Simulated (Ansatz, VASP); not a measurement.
**Two plane-wave programs on InSe**

The input INCAR:

```
  ALGO = Normal
  DIPOL = 0.5 0.5 0.405
  EDIFF = 1E-6
  ENCUT = 520
  GGA = PE
  IDIPOL = 3
  ISIF = 2
  ISMEAR = 0
  IVDW = 12
  LASPH = T
  LCHARG = F
  LDIPOL = T
  LREAL = F
  LWAVE = F
  NBANDS = 48
  NELM = 80
  PREC = Accurate
  SIGMA = 0.05
```

The input KPOINTS:

```
k-points
0
Gamma
  9 9 1
```

The input POSCAR:

```
InSe
1.0
    4.0266104195      0.0000000000      0.0000000000
   -2.0133052098      3.4871469144      0.0000000000
    0.0000000000      0.0000000000     28.2707101099
Se In
4 4
Direct
    0.0000000000      0.0000000000      0.1591753438
    0.0000000000      0.0000000000      0.3496677309
    0.2222222222      0.4444444444      0.4596755796
    0.2222222222      0.4444444444      0.6501679667
    0.6666666667      0.3333333333      0.2049979929
    0.6666666667      0.3333333333      0.3038451626
   -0.4444444444      0.1111111111      0.5054982288
   -0.4444444444      0.1111111111      0.6043453984
```

Input for Ansatz:

```yaml
crystal:
  lattice:
    - [4.0266103962, 0.0, 0.0]
    - [-2.0133051981, 3.4871468942, 0.0]
    - [0.0, 0.0, 28.270710502]
  atoms:
    - { symbol: Se, position: [0.0, 0.0, 0.1591753415] }
    - { symbol: In, position: [0.6666666667, 0.3333333333, 0.204997989] }
    - { symbol: In, position: [0.6666666667, 0.3333333333, 0.3038451602] }
    - { symbol: Se, position: [0.0, 0.0, 0.349667733] }
    - { symbol: Se, position: [0.2222222222, 0.4444444444, 0.4596755801] }
    - { symbol: In, position: [-0.4444444444, 0.1111111111, 0.5054982276] }
    - { symbol: In, position: [-0.4444444444, 0.1111111111, 0.6043453988] }
    - { symbol: Se, position: [0.2222222222, 0.4444444444, 0.6501679716] }
basis:
  ecutwfc: 420
kpoints:
  mp_grid: { grid: [9, 9, 1] }
hamiltonian:
  xc: pbe
  pseudopotentials: { kind: paw, azcp: { folder: soft_1 } }
  dispersion: d3bj
scf:
  occupations: { method: gaussian, width: 0.05 }
output:
  forces: true
  eigenvalues: true
efield:
  axis: 3
  dipole_correction: true
  ramp_width: 0.04
```

Alike in both runs: task single point; functional PBE; dispersion D3(BJ); k mesh 9 × 9 × 1; occupations gaussian, width 0.05 eV; no spin polarisation.

```csv
,VASP,Ansatz
version,VASP 6.6.1,Ansatz 0.2.0
potentials or method,"VASP PAW PBE potentials, release 64 (Se, In_d), cutoff 520 eV","scalar-relativistic, plane waves, PAW"
valence electrons in the cell,76,116
```

Ansatz gave:

| Quantity | Value |
| --- | --- |
| gap on the k mesh at the Fermi level (eV) | 1.05 |
| least direct gap on the mesh (eV) | 1.11 |
| rms of the force components (eV/Å) | 0.035 |

Question: What did VASP give for the same quantities?

Answer: gap on the k mesh at the Fermi level (eV): 1.04; least direct gap on the mesh (eV): 1.10; rms of the force components (eV/Å): 0.034.

VASP's potentials hold 76 valence electrons a cell and Ansatz's 116, so a difference there can come from the potentials and not from the codes.
